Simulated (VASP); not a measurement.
# Ir (Fm-3m) in VASP: a series of runs, part 2 of 2

VASP 6.6.1. Earlier steps stand in the parts before.

## Step 3: Relaxation of volume and atoms at fixed shape, LDA

This run uses another cell than the first one, of 14.05 Å³/atom.

Input file INCAR:

```
SYSTEM = Ir
ALGO = Normal ; EDIFF = 1E-7
EDIFFG = -0.01 ; ENCUT = 500
GGA = CA ; GGA_COMPAT = .False.
IBRION = 2 ; ISIF = 8
ISMEAR = 1 ; LASPH = .True.
LCHARG = .False. ; LREAL = .False.
LWAVE = .False. ; NELM = 120
NELMIN = 4 ; NSW = 60
PREC = Accurate ; SIGMA = 0.1
```

Input file KPOINTS:

```
k-points
0
Gamma
  10 10 10
  0 0 0
```

Input file POSCAR:

```
Ir
1.0
    0.0000000000      1.9150000000      1.9150000000
    1.9150000000      0.0000000000      1.9150000000
    1.9150000000      1.9150000000      0.0000000000
Ir
1
Direct
    0.0000000000      0.0000000000      0.0000000000
```

Potentials or basis: VASP PAW LDA potentials, release 64 (Ir).

Command:

```sh
> cat potpaw_LDA.64/Ir/POTCAR > POTCAR
> mpirun -np 1 vasp_std > vasp.out
```

OUTCAR:

```text
SYSTEM = Ir
   EDIFF = 1E-7
   EDIFFG = -0.01
   ENCUT = 500
   GGA = CA
   IBRION = 2
   ISIF = 8
   ISMEAR = 1
   LASPH = .True.
   LREAL = .False.
   NELM = 120
   NELMIN = 4
   NSW = 60
   PREC = Accurate

 ion  position               nearest neighbor table
   1  0.000  0.000  0.000-

  LATTYP: Found a face centered cubic cell.
 ALAT       =     3.8300000000

  Lattice vectors:

 A1 = (   0.0000000000,   1.9150000000,   1.9150000000)
 A2 = (   1.9150000000,   0.0000000000,   1.9150000000)
 A3 = (   1.9150000000,   1.9150000000,   0.0000000000)

Analysis of symmetry for initial positions (statically):
=====================================================================
 Subroutine PRICEL returns:
 Original cell was already a primitive cell.

 Routine SETGRP: Setting up the symmetry group for a
 face centered cubic supercell.

 Subroutine GETGRP returns: Found 48 space group operations
 (whereof 48 operations were pure point group operations)
 out of a pool of 48 trial point group operations.

The static configuration has the point symmetry O_h .

Analysis of symmetry for dynamics (positions and initial velocities):
=====================================================================
 Subroutine PRICEL returns:
 Original cell was already a primitive cell.

 Routine SETGRP: Setting up the symmetry group for a
 face centered cubic supercell.

 Subroutine GETGRP returns: Found 48 space group operations
 (whereof 48 operations were pure point group operations)
 out of a pool of 48 trial point group operations.

The dynamic configuration has the point symmetry O_h .

 Subroutine INISYM returns: Found 48 space group operations
 (whereof 48 operations are pure point group operations),
 and found     1 'primitive' translations

----------------------------------------------------------------------------------------
[... 118 lines left out ...]
   AEXX    =    0.0000 exact exchange contribution
   IVDW    =     0    specifies the selected vdW correction
   LEPSILON=     F    determine dielectric tensor
   LRPA    =     F    only Hartree local field effects (RPA)
 conjugate gradient relaxation of ions
 non-spin polarized calculation
 Methfessel and Paxton  Order N= 1 SIGMA  =   0.10
  energy-cutoff  :      500.00
  volume of cell :       14.05
 maximum number of plane-waves:       368
   NGX =  9   NGY =  9   NGZ =  9

--------------------------------------- Ionic step        1  -------------------------------------------

 number of electron       9.0000000 magnetization

 Free energy of the ion-electron system (eV)
  ---------------------------------------------------
  ext. energy  EPLUGINS =         0.00000000
  ---------------------------------------------------
  free energy    TOTEN  =       -10.32729772 eV

  energy without entropy =      -10.32668773  energy(sigma->0) =      -10.32709439

------------------------ aborting loop because EDIFF is reached ----------------------------------------

  FORCE on cell =-STRESS in cart. coord.  units (eV):
  Direction    XX          YY          ZZ          XY          YZ          ZX
  --------------------------------------------------------------------------------------
  -------------------------------------------------------------------------------------
  Total       -0.2993534     -0.2993534     -0.2993534      0.0000000      0.0000000      0.0000000
  in kB      -34.1474646    -34.1474646    -34.1474646      0.0000000      0.0000000      0.0000000
  external PRESSURE =     -34.1474646 kB  Pullay stress =       0.0000000 kB
[... 57 lines left out ...]
--------------------------------------- Ionic step        3  -------------------------------------------

 number of electron       9.0000001 magnetization

 Free energy of the ion-electron system (eV)
  ---------------------------------------------------
  ext. energy  EPLUGINS =         0.00000000
  ---------------------------------------------------
  free energy    TOTEN  =       -10.32858842 eV

  energy without entropy =      -10.32799572  energy(sigma->0) =      -10.32839085

 E-fermi :  10.6605     XC(G=0): -14.2301

 val. band max:       10.6367165883   @ k =  -0.3000   0.3000   0.1000
 cond. band min:      10.6895934911   @ k =  -0.4000   0.5000   0.1000
 fundamental gap:      0.0528769029
 Fermi energy:        10.6605463953

 k-point     1 :       0.0000    0.0000    0.0000
  band No.  band energies     occupation
      1      -0.6864      2.00000
      2       6.5733      2.00000
      3       6.5733      2.00000
      4       6.5733      2.00000
      5       9.3764      2.00000
      6       9.3764      2.00000
      7      24.8954      0.00000
      8      30.5361      0.00000
[... 243 lines left out ...]
 k-point    24 :       0.4000    0.3000    0.0000
  band No.  band energies     occupation
      1       3.1224      2.00000
      2       3.8286      2.00000
      3       7.8823      2.00000
      4       9.7021      2.00000
      5      11.3946     -0.00000
      6      11.4245     -0.00000
      7      23.5741      0.00000
      8      25.8282      0.00000

 [... further k-points ...]
[... 5 lines left out ...]
  --------------------------------------------------------------------------------------
  -------------------------------------------------------------------------------------
  Total       -0.0048678     -0.0048678     -0.0048678     -0.0000000      0.0000000     -0.0000000
  in kB       -0.5599874     -0.5599874     -0.5599874     -0.0000000      0.0000000     -0.0000000
  external PRESSURE =      -0.5599874 kB  Pullay stress =       0.0000000 kB
[... 16 lines left out ...]
  FREE ENERGIE OF THE ION-ELECTRON SYSTEM (eV)
  ---------------------------------------------------
  free  energy   TOTEN  =       -10.3285884188 eV

  energy  without entropy=      -10.3279957164  energy(sigma->0) =      -10.32839085

 reached required accuracy - stopping structural energy minimisation
```

OSZICAR:

```text
N       E                     dE             d eps       ncg     rms          rms(c)
DAV:   1     0.410895364806E+02    0.41090E+02   -0.44408E+03   768   0.998E+02
[... 22 lines left out ...]
DAV:   1    -0.103878615851E+02   -0.81723E-01   -0.23907E+00   816   0.267E+01    0.240E+00
DAV:   2    -0.103344535610E+02    0.53408E-01   -0.13922E-01   808   0.532E+00    0.983E-01
DAV:   3    -0.103286006090E+02    0.58530E-02   -0.25924E-02   920   0.211E+00    0.283E-01
DAV:   4    -0.103285684434E+02    0.32166E-04   -0.40084E-04   968   0.195E-01    0.610E-02
DAV:   5    -0.103285855675E+02   -0.17124E-04   -0.27014E-05  1024   0.454E-02    0.920E-03
DAV:   6    -0.103285884145E+02   -0.28469E-05   -0.11415E-06   952   0.688E-03    0.297E-04
DAV:   7    -0.103285884188E+02   -0.43658E-08   -0.13072E-08   512   0.134E-03
   3 F= -.10328588E+02 E0= -.10328391E+02  d E =-.129070E-02
```

Wall time 7.9 s (1 thread of Intel Xeon 6975P-C (Granite Rapids), shared host); peak memory 0.12 GiB.

Results:

```
Free energy                           : -10.3286 eV
Relaxed volume                        : 13.93 Å³/atom
Relaxed cell                          : a = 2.701 Å, b = 2.701 Å, c = 2.701 Å, α = 60.00°, β = 60.00°, γ = 60.00°
Space group after relaxing (to 0.1 Å) : Fm-3m (No. 225)
Energy gained by relaxing             : 1.3 meV/atom
Ionic steps                           : 3
Pressure after relaxing               : -0.1 GPa
Band gap on the k mesh                : zero (an odd number of electrons rules out a gap without spin polarisation)
```

Step by step:
```tsv
step	energy change (eV)	largest force (eV/Å)	pressure (GPa)	volume (Å³)
1	0.0000	0.0000	-3.41	14.05
2	0.0212	0.0000	15.55	13.45
3	-0.0013	0.0000	-0.06	13.93
```

Final structure:
```cif
data_structure
_symmetry_space_group_name_H-M 'P 1'
_symmetry_Int_Tables_number 1
_cell_length_a 2.7006
_cell_length_b 2.7006
_cell_length_c 2.7006
_cell_angle_alpha 60.000
_cell_angle_beta 60.000
_cell_angle_gamma 60.000
_cell_volume 13.93
loop_
_atom_site_label
_atom_site_type_symbol
_atom_site_fract_x
_atom_site_fract_y
_atom_site_fract_z
_atom_site_occupancy
Ir1 Ir 0.00000 0.00000 0.00000 1
```

Levels at points of the mesh, in eV from the Fermi level:
| k point | band 1 | band 2 | band 3 | band 4 | band 5 | band 6 | band 7 | band 8 |
| --- | --- | --- | --- | --- | --- | --- | --- | --- |
| (0.00, 0.00, 0.00) | -11.35 | -4.09 | -4.09 | -4.09 | -1.28 | -1.28 | 14.23 | 19.88 |
| (0.50, 0.00, 0.00) | -8.36 | -4.18 | -4.18 | -0.83 | 0.85 | 0.85 | 7.35 | 13.78 |
| (0.50, 0.50, 0.00) | -8.17 | -7.62 | 0.85 | 1.44 | 1.44 | 1.67 | 10.66 | 11.70 |

Caveat: spin-orbit coupling is left out, which moves the levels of the heavy elements.
